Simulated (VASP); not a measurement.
Runs of VASP 6.6.1 on BP (zinc blende). The structure is that of space group F-43m (No. 216), or close to it. The cells are those of the table. 

```tsv
cell	cutoff (eV)	gap on the mesh (eV)	pressure (GPa)
a = 3.119 Å, angles 60.0°, 2 atoms	500	1.12	17.5
a = 3.026 Å, angles 60.0°, 2 atoms	500	(d)	41.4
a = 3.207 Å, angles 60.0°, 2 atoms	500	1.24	(b)
a = 3.073 Å, angles 60.0°, 2 atoms	500	1.06	28.2
a = 3.238 Å, angles 60.0°, 2 atoms	520	(c)	-3.4
a = 2.926 Å, angles 60.0°, 2 atoms	500	0.72	77.0
a = 3.163 Å, angles 60.0°, 2 atoms	500	1.18	8.6
a = 2.977 Å, angles 60.0°, 2 atoms	500	(a)	57.4
```

Alike in all rows: task single point; level PBE; potentials or basis VASP PAW PBE potentials, release 64 (B, P); no spin polarisation; k mesh 10 × 10 × 10; smearing gaussian 0.01 eV.

**Question.** Fill in the values left out.

**Answer.** (a) 0.84; (b) 1.2; (c) 1.28; (d) 0.95.

A k mesh can miss the band edges.
